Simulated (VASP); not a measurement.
# ZnS (P6_3mc) in VASP: further runs

The runs below take ZnS through single point, with PBE, PBE+D3(BJ).

Everything below comes from runs of VASP 6.6.1. Logs are shortened: lines on timing, memory, paths and dates and some standing lists are left out, and cuts for length are marked.

## (1) The cell of the first run

It takes space group P6_3mc (No. 186, hexagonal). The conventional cell has a = 3.963 Å, b = 3.963 Å, c = 6.733 Å, α = 90.00°, β = 90.00°, γ = 120.00°. Zn (site symmetry 3m) has 4 S at 2.42 to 2.59 Å within 3.2 Å. Within 3.2 Å of S (site symmetry 3m) lie 4 Zn at 2.42 to 2.59 Å.

## (2) Single point, PBE (strain +0.040 along x and y, +0.080 along z)

The input, INCAR:

```
SYSTEM = ZnS
PREC     = Accurate       ! precision mode
ENCUT    = 520            ! plane-wave cutoff, eV
EDIFF    = 1E-7           ! SCF threshold, eV
ISMEAR   = 0              ! smearing method
SIGMA    = 0.05           ! smearing width, eV
LREAL    = .FALSE.        ! projectors in reciprocal space
LASPH    = .TRUE.         ! aspherical terms in the spheres
NELM     = 80             ! most SCF steps
ALGO     = Normal         ! electronic algorithm
ISIF     = 2              ! what is computed and relaxed
LWAVE    = .FALSE.        ! write WAVECAR
LCHARG   = .FALSE.        ! write CHGCAR
GGA      = PE             ! functional
NBANDS   = 26             ! bands
```

The input, KPOINTS:

```
Automatic mesh
0
G
  12 12 6
  0 0 0
```

The input, POSCAR:

```
ZnS
1.0
    3.9634387328      0.0000000000      0.0000000000
   -1.9817193664      3.4324386290      0.0000000000
    0.0000000000      0.0000000000      6.7327200000
Zn S
2 2
Direct
    0.3333333333      0.6666666667      0.0000000000
    0.6666666667      0.3333333333      0.5000000000
    0.3333333333      0.6666666667      0.3850000000
    0.6666666667      0.3333333333      0.8850000000
```

Potentials or basis: VASP PAW PBE potentials, release 64 (Zn, S).

Started as:

```
$ cat potpaw_PBE.64/Zn/POTCAR potpaw_PBE.64/S/POTCAR > POTCAR
$ mpirun -np 1 vasp_std > vasp.out
```

OUTCAR:

```text
SYSTEM = ZnS
   PREC = Accurate
   ENCUT = 520
   EDIFF = 1E-7
   ISMEAR = 0
   LREAL = .FALSE.
   LASPH = .TRUE.
   NELM = 80
   ISIF = 2
   GGA = PE

 ion  position               nearest neighbor table
   1  0.333  0.667  0.000-   4 2.42   4 2.42   4 2.42   3 2.59
   2  0.667  0.333  0.500-   3 2.42   3 2.42   3 2.42   4 2.59
   3  0.333  0.667  0.385-   2 2.42   2 2.42   2 2.42   1 2.59
   4  0.667  0.333  0.885-   1 2.42   1 2.42   1 2.42   2 2.59

  LATTYP: Found a hexagonal cell.
 ALAT       =     3.9634387328
 C/A-ratio  =     1.6987067175

  Lattice vectors:

 A1 = (   3.9634387328,   0.0000000000,   0.0000000000)
 A2 = (  -1.9817193664,   3.4324386290,   0.0000000000)
 A3 = (   0.0000000000,   0.0000000000,   6.7327200000)

Analysis of symmetry for initial positions (statically):
=====================================================================
 Subroutine PRICEL returns:
 Original cell was already a primitive cell.

 Routine SETGRP: Setting up the symmetry group for a
 hexagonal supercell.

 Subroutine GETGRP returns: Found 12 space group operations
 (whereof  6 operations were pure point group operations)
 out of a pool of 24 trial point group operations.

The static configuration has the point symmetry C_3v.
 The point group associated with its full space group is C_6v.

Analysis of symmetry for dynamics (positions and initial velocities):
=====================================================================
 Subroutine PRICEL returns:
 Original cell was already a primitive cell.

 Routine SETGRP: Setting up the symmetry group for a
 hexagonal supercell.

 Subroutine GETGRP returns: Found 12 space group operations
 (whereof  6 operations were pure point group operations)
 out of a pool of 24 trial point group operations.

The dynamic configuration has the point symmetry C_3v.
 The point group associated with its full space group is C_6v.

 Subroutine INISYM returns: Found 12 space group operations
 (whereof  6 operations are pure point group operations),
 and found     1 'primitive' translations

----------------------------------------------------------------------------------------

                                     Primitive cell

  volume of cell :      91.5937

  direct lattice vectors                    reciprocal lattice vectors
     3.963438733  0.000000000  0.000000000     0.252306158  0.145669028  0.000000000
    -1.981719366  3.432438629  0.000000000     0.000000000  0.291338057  0.000000000
     0.000000000  0.000000000  6.732720000     0.000000000  0.000000000  0.148528381

  length of vectors
     3.963438733  3.963438733  6.732720000     0.291338057  0.291338057  0.148528381

  position of ions in fractional coordinates (direct lattice)
     0.333333333  0.666666667  0.000000000
     0.666666667  0.333333333  0.500000000
     0.333333333  0.666666667  0.385000000
     0.666666667  0.333333333  0.885000000

  ion indices of the primitive-cell ions
   primitive index   ion index
                 1           1
                 2           2
                 3           3
                 4           4

----------------------------------------------------------------------------------------

 KPOINTS: Automatic mesh

Automatic generation of k-mesh.
 Grid dimensions read from file:
 generate k-points for:   12   12    6

 Generating k-lattice:

  Cartesian coordinates                     Fractional coordinates (reciprocal lattice)
     0.021025513  0.012139086  0.000000000     0.083333333  0.000000000  0.000000000
     0.000000000  0.024278171  0.000000000     0.000000000  0.083333333  0.000000000
     0.000000000  0.000000000  0.024754730     0.000000000  0.000000000  0.166666667

  Length of vectors
     0.024278171  0.024278171  0.024754730

  Shift w.r.t. Gamma in fractional coordinates (k-lattice)
     0.000000000  0.000000000  0.000000000

 Subroutine IBZKPT returns following result:
 ===========================================

 Found     76 irreducible k-points:

 Following reciprocal coordinates:
            Coordinates               Weight
  0.000000  0.000000  0.000000      1.000000
  0.083333 -0.000000  0.000000      6.000000
  0.166667 -0.000000  0.000000      6.000000
  0.250000 -0.000000  0.000000      6.000000
  0.333333  0.000000  0.000000      6.000000
  0.416667 -0.000000  0.000000      6.000000
[... 16 lines left out ...]
  0.250000 -0.000000  0.166667     12.000000
  0.333333  0.000000  0.166667     12.000000
 [... further k-points ...]
   k-points           NKPTS =     76   k-points in BZ     NKDIM =     76   number of bands    NBANDS=     26
   number of dos      NEDOS =    301   number of ions     NIONS =      4
   total plane-waves  NPLWV =  45000
   dimension x,y,z NGX =    30 NGY =   30 NGZ =   50
   dimension x,y,z NGXF=    60 NGYF=   60 NGZF=  100
   ions per type =               2   2
   NGX,Y,Z   is equivalent  to a cutoff of  12.58, 12.58, 12.35 a.u.
[... 59 lines left out ...]

 E-fermi :   1.1153     XC(G=0):  -8.9368

 val. band max:        0.8514070184   @ k =   0.0000   0.0000   0.0000
 cond. band min:       2.4109818632   @ k =   0.0000   0.0000   0.0000
 fundamental gap:      1.5595748447
 Fermi energy:         1.1152647959

 k-point     1 :       0.0000    0.0000    0.0000
  band No.  band energies     occupation
      1     -11.4011      2.00000
      2     -10.8028      2.00000
      3      -5.0596      2.00000
      4      -5.0596      2.00000
      5      -5.0170      2.00000
      6      -5.0170      2.00000
[... 18 lines left out ...]
     25       8.3838      0.00000
     26       9.0790      0.00000

 k-point     2 :       0.0833   -0.0000    0.0000
  band No.  band energies     occupation
      1     -11.3634      2.00000
      2     -10.7789      2.00000
      3      -5.0589      2.00000
      4      -5.0510      2.00000
      5      -5.0120      2.00000
      6      -5.0064      2.00000
[... 18 lines left out ...]
     25       8.5698      0.00000
     26       8.9341      0.00000

 k-point     3 :       0.1667   -0.0000    0.0000
  band No.  band energies     occupation
      1     -11.2562      2.00000
      2     -10.7140      2.00000
      3      -5.0526      2.00000
      4      -5.0281      2.00000
      5      -4.9971      2.00000
      6      -4.9769      2.00000
[... 18 lines left out ...]
     25       8.6393      0.00000
     26       9.0870      0.00000

 k-point     4 :       0.2500   -0.0000    0.0000
  band No.  band energies     occupation
      1     -11.0975      2.00000
      2     -10.6270      2.00000
      3      -5.0332      2.00000
      4      -4.9993      2.00000
      5      -4.9723      2.00000
      6      -4.9357      2.00000
[... 18 lines left out ...]
     25       8.9258      0.00000
     26       9.3252      0.00000

 k-point     5 :       0.3333    0.0000    0.0000
  band No.  band energies     occupation
      1     -10.9185      2.00000
      2     -10.5467      2.00000
      3      -5.0067      2.00000
      4      -4.9744      2.00000
      5      -4.9287      2.00000
      6      -4.8943      2.00000
[... 18 lines left out ...]
     25       9.1580      0.00000
     26       9.9389      0.00000

 k-point     6 :       0.4167   -0.0000    0.0000
  band No.  band energies     occupation
      1     -10.7644      2.00000
      2     -10.5013      2.00000
      3      -4.9931      2.00000
      4      -4.9594      2.00000
      5      -4.8665      2.00000
      6      -4.8646      2.00000
[... 427 lines left out ...]
 k-point    21 :       0.0833   -0.0000    0.1667
  band No.  band energies     occupation
      1     -11.3282      2.00000
      2     -10.8227      2.00000
      3      -5.0568      2.00000
      4      -5.0487      2.00000
      5      -5.0159      2.00000
      6      -5.0101      2.00000
[... 18 lines left out ...]
     25       8.4526      0.00000
     26       8.7479      0.00000

 k-point    22 :       0.1667   -0.0000    0.1667
  band No.  band energies     occupation
      1     -11.2231      2.00000
      2     -10.7540      2.00000
      3      -5.0504      2.00000
      4      -5.0253      2.00000
      5      -5.0013      2.00000
      6      -4.9809      2.00000
[... 18 lines left out ...]
     25       8.6900      0.00000
     26       8.9610      0.00000

 k-point    23 :       0.2500   -0.0000    0.1667
  band No.  band energies     occupation
      1     -11.0681      2.00000
      2     -10.6608      2.00000
      3      -5.0309      2.00000
      4      -4.9954      2.00000
      5      -4.9769      2.00000
      6      -4.9404      2.00000
[... 18 lines left out ...]
     25       8.8643      0.00000
     26       9.6985      0.00000

 k-point    24 :       0.3333    0.0000    0.1667
  band No.  band energies     occupation
      1     -10.8944      2.00000
      2     -10.5723      2.00000
      3      -5.0052      2.00000
      4      -4.9693      2.00000
      5      -4.9373      2.00000
      6      -4.8998      2.00000
[... 18 lines left out ...]
     25       9.0377      0.00000
     26      10.1557      0.00000

 [... further k-points ...]
[... 5 lines left out ...]
  --------------------------------------------------------------------------------------
  -------------------------------------------------------------------------------------
  Total       -2.9709227     -2.9709227     -4.4928056      0.0000000      0.0000000      0.0000000
  in kB      -51.9680539    -51.9680539    -78.5891739      0.0000000      0.0000000      0.0000000
  external PRESSURE =     -60.8417606 kB  Pullay stress =       0.0000000 kB

 VOLUME and BASIS-vectors are now :
 -----------------------------------------------------------------------------
  energy-cutoff  :      520.00
  volume of cell :       91.59
      direct lattice vectors                 reciprocal lattice vectors
     3.963438733  0.000000000  0.000000000     0.252306158  0.145669028  0.000000000
    -1.981719366  3.432438629  0.000000000     0.000000000  0.291338057  0.000000000
     0.000000000  0.000000000  6.732720000     0.000000000  0.000000000  0.148528381

 POSITION                                       TOTAL-FORCE (eV/Angst)
 -----------------------------------------------------------------------------------
     -0.00000      2.28829      0.00000         0.000000     -0.000000      0.159316
      1.98172      1.14415      3.36636         0.000000     -0.000000      0.159316
     -0.00000      2.28829      2.59210        -0.000000     -0.000000     -0.159316
      1.98172      1.14415      5.95846         0.000000      0.000000     -0.159316
 -----------------------------------------------------------------------------------
    total drift:                               -0.000001     -0.000001     -0.000663

  FREE ENERGIE OF THE ION-ELECTRON SYSTEM (eV)
  ---------------------------------------------------
  free  energy   TOTEN  =       -13.4211007243 eV

  energy  without entropy=      -13.4211007243  energy(sigma->0) =      -13.42110072
```

It took 76 s on 1 thread of Intel Xeon 6975P-C (Granite Rapids), shared host; peak memory 0.29 GiB.

What came out:

```yaml
Free_energy: -13.4211 eV
Pressure: -6.1 GPa
Largest_force: 0.159 eV/Å
Band_gap_on_the_k_mesh: 1.56 eV, direct
```

Forces in eV/Å, atoms in the order of the input:
```
Zn   0.000  0.000  0.159
Zn   0.000  0.000  0.159
S    0.000  0.000 -0.159
S    0.000  0.000 -0.159
```

Caveat: the cell differs from its parent crystal (strain +0.040 along x and y, +0.080 along z).

## (3) Single point, PBE+D3(BJ)

The input, INCAR:

```
SYSTEM = ZnS
PREC = Accurate
ENCUT = 520
EDIFF = 1E-6
ISMEAR = 1
SIGMA = 0.05
LREAL = .False.
LASPH = .True.
NELM = 60
ALGO = Normal
ISIF = 2
LWAVE = .False.
LCHARG = .True.
GGA = PE
IVDW = 12
LELF = .True.
LVHAR = .True.
NBANDS = 26
```

The input, KPOINTS:

```
regular mesh
0
Gamma
  12 12 6
  0 0 0
```

POSCAR is that of step 2.

Potentials or basis: VASP PAW PBE potentials, release 64 (Zn, S).

Started as:

```
$ cat potpaw_PBE.64/Zn/POTCAR potpaw_PBE.64/S/POTCAR > POTCAR
$ mpirun -np 1 vasp_std > vasp.out
```

Run time: 70 s. Hardware: 1 thread of Intel Xeon 6975P-C (Granite Rapids), shared host; peak memory 0.31 GiB.

It converged, with:

```
Free energy                : -14.4631 eV
Pressure                   : -8.1 GPa
Largest force              : 0.162 eV/Å
Band gap on the k mesh     : 1.56 eV, direct
Dispersion energy per atom : -0.261 eV
```

Forces on the atoms (eV/Å):
```
Zn   0.000  0.000  0.162
Zn   0.000  0.000  0.162
S    0.000  0.000 -0.162
S    0.000  0.000 -0.162
```

Stress tensor (GPa, compression positive):
```
-7.25  0.00  0.00
 0.00 -7.25  0.00
 0.00  0.00 -9.92
```

Levels at points of the mesh, in eV from the valence-band top:
```tsv
k point	band 15	band 16	band 17	band 18	band 19	band 20	band 21	band 22
(0.00, 0.00, 0.00)	-0.57	-0.08	0.00	0.00	1.56	2.90	6.31	6.50
(0.50, 0.00, 0.00)	-2.45	-1.68	-1.15	-0.81	3.73	3.78	5.13	6.47
(0.00, 0.00, 0.50)	-0.29	-0.29	-0.29	-0.29	3.08	3.08	6.32	6.32
(0.50, 0.00, 0.50)	-1.27	-1.27	-1.27	-1.27	3.43	3.43	5.14	5.14
```

Caveat: three body term missing. A k mesh can miss the band edges.

## (4) Single point, PBE (strain +0.080 along x and y, +0.040 along z)

The input, INCAR:

```
SYSTEM = ZnS
PREC = Accurate ; ENCUT = 520
EDIFF = 1E-6 ; ISMEAR = 0
SIGMA = 0.05 ; LREAL = .FALSE.
LASPH = .TRUE. ; NELM = 80
ALGO = Normal ; ISIF = 2
LWAVE = .FALSE. ; LCHARG = .FALSE.
GGA = PE ; NBANDS = 26
```

The input, KPOINTS:

```
Automatic mesh
0
G
  12 12 6
  0 0 0
```

The input, POSCAR:

```
ZnS
1.0
    4.1158786841      0.0000000000      0.0000000000
   -2.0579393420      3.5644554993      0.0000000000
    0.0000000000      0.0000000000      6.4833600000
Zn S
2 2
Direct
    0.3333333333      0.6666666667      0.0000000000
    0.6666666667      0.3333333333      0.5000000000
    0.3333333333      0.6666666667      0.3850000000
    0.6666666667      0.3333333333      0.8850000000
```

Started as:

```
$ cat potpaw_PBE.64/Zn/POTCAR potpaw_PBE.64/S/POTCAR > POTCAR
$ mpirun -np 1 vasp_std > vasp.out
```

It took 57 s on 1 thread of Intel Xeon 6975P-C (Granite Rapids), shared host; peak memory 0.3 GiB.

The run converged. Its results:

```
Free energy            : -13.2699 eV
Pressure               : -7.8 GPa
Largest force          : 0.134 eV/Å
Band gap on the k mesh : 1.33 eV, direct
```

Forces in eV/Å, atoms in the order of the input:
```
Zn   0.000  0.000  0.134
Zn   0.000  0.000  0.134
S    0.000  0.000 -0.134
S    0.000  0.000 -0.134
```

Stress tensor (GPa, compression positive):
```
-8.54  0.00  0.00
 0.00 -8.54  0.00
 0.00  0.00 -6.28
```

Levels at points of the mesh, in eV from the valence-band top:
| k point | band 14 | band 15 | band 16 | band 17 | band 18 | band 19 | band 20 | band 21 | band 22 | band 23 |
| --- | --- | --- | --- | --- | --- | --- | --- | --- | --- | --- |
| (0.00, 0.00, 0.00) | -0.82 | -0.82 | -0.12 | -0.12 | 0.00 | 1.33 | 2.33 | 6.15 | 6.15 | 6.89 |
| (0.50, 0.00, 0.00) | -3.48 | -2.45 | -1.80 | -1.19 | -0.76 | 3.43 | 3.67 | 5.35 | 6.79 | 6.97 |
| (0.00, 0.00, 0.50) | -2.38 | -0.48 | -0.48 | -0.48 | -0.48 | 2.74 | 2.74 | 6.44 | 6.44 | 6.54 |
| (0.50, 0.00, 0.50) | -4.09 | -1.31 | -1.31 | -1.13 | -1.13 | 3.41 | 3.41 | 5.19 | 5.19 | 8.33 |

Caveat: the cell differs from its parent crystal (strain +0.080 along x and y, +0.040 along z).

## (5) Single point, PBE (strain +0.080 along x and y, +0.080 along z)

The input, INCAR:

```
SYSTEM = ZnS
PREC = Accurate
ENCUT = 520
EDIFF = 1E-6
ISMEAR = 0
SIGMA = 0.05
LREAL = .False.
LASPH = .True.
NELM = 80
ALGO = Normal
ISIF = 2
LWAVE = .False.
LCHARG = .False.
GGA = PE
NBANDS = 26
```

The input, KPOINTS:

```
Automatic mesh
0
Gamma
  12 12 6
  0 0 0
```

POSCAR, as its differences from that of step 4:

```diff
@@ -4,3 +4,3 @@
    -2.0579393420      3.5644554993      0.0000000000
-    0.0000000000      0.0000000000      6.4833600000
+    0.0000000000      0.0000000000      6.7327200000
 Zn S
```

Started as:

```
$ cat potpaw_PBE.64/Zn/POTCAR potpaw_PBE.64/S/POTCAR > POTCAR
$ mpirun -np 1 vasp_std > vasp.out
```

It took 68 s on 1 thread of Intel Xeon 6975P-C (Granite Rapids), shared host; peak memory 0.32 GiB.

It converged, with:

| Property | Result |
| --- | --- |
| Free energy | -13.0989 eV |
| Pressure | -8.8 GPa |
| Largest force | 0.110 eV/Å |
| Band gap on the k mesh | 1.23 eV, direct |

Forces in eV/Å, atoms in the order of the input:
```
Zn   0.000  0.000  0.110
Zn   0.000  0.000  0.110
S    0.000  0.000 -0.110
S    0.000  0.000 -0.110
```

Stress tensor (GPa, compression positive):
```
-8.86  0.00  0.00
 0.00 -8.86  0.00
 0.00  0.00 -8.55
```

Levels at points of the mesh, in eV from the valence-band top:
```csv
k point,band 15,band 16,band 17,band 18,band 19,band 20,band 21,band 22
"(0.00, 0.00, 0.00)",-0.63,-0.06,-0.06,0.00,1.23,2.49,6.32,6.32
"(0.50, 0.00, 0.00)",-2.22,-1.57,-1.04,-0.71,3.54,3.57,5.26,6.45
"(0.00, 0.00, 0.50)",-0.35,-0.35,-0.35,-0.35,2.71,2.71,6.28,6.28
"(0.50, 0.00, 0.50)",-1.17,-1.17,-1.08,-1.08,3.34,3.34,5.16,5.16
```

Caveat: the cell differs from its parent crystal (strain +0.080 along x and y, +0.080 along z).

## (6) Overview

```csv
level,cell,smearing,gap on the mesh (eV),pressure (GPa),largest force (eV/Å)
PBE,"a = 3.963, b = 3.963, c = 6.733 Å, angles 90.0, 90.0, 120.0°, 4 atoms",gaussian 0.05 eV,1.56,-6.1,0.16
PBE+D3(BJ),"a = 3.963, b = 3.963, c = 6.733 Å, angles 90.0, 90.0, 120.0°, 4 atoms",methfessel-paxton 0.05 eV,1.56,-8.1,0.16
PBE,"a = 4.116, b = 4.116, c = 6.483 Å, angles 90.0, 90.0, 120.0°, 4 atoms",gaussian 0.05 eV,1.33,-7.8,0.13
PBE,"a = 4.116, b = 4.116, c = 6.733 Å, angles 90.0, 90.0, 120.0°, 4 atoms",gaussian 0.05 eV,1.23,-8.8,0.11
```

Alike in all rows: task single point; potentials or basis VASP PAW PBE potentials, release 64 (Zn, S); no spin polarisation; k mesh 12 × 12 × 6; cutoff (eV) 520.

Caveats: three body term missing (some runs).

Total energies depend on the potentials used, so only differences within one code and one set of settings carry meaning.
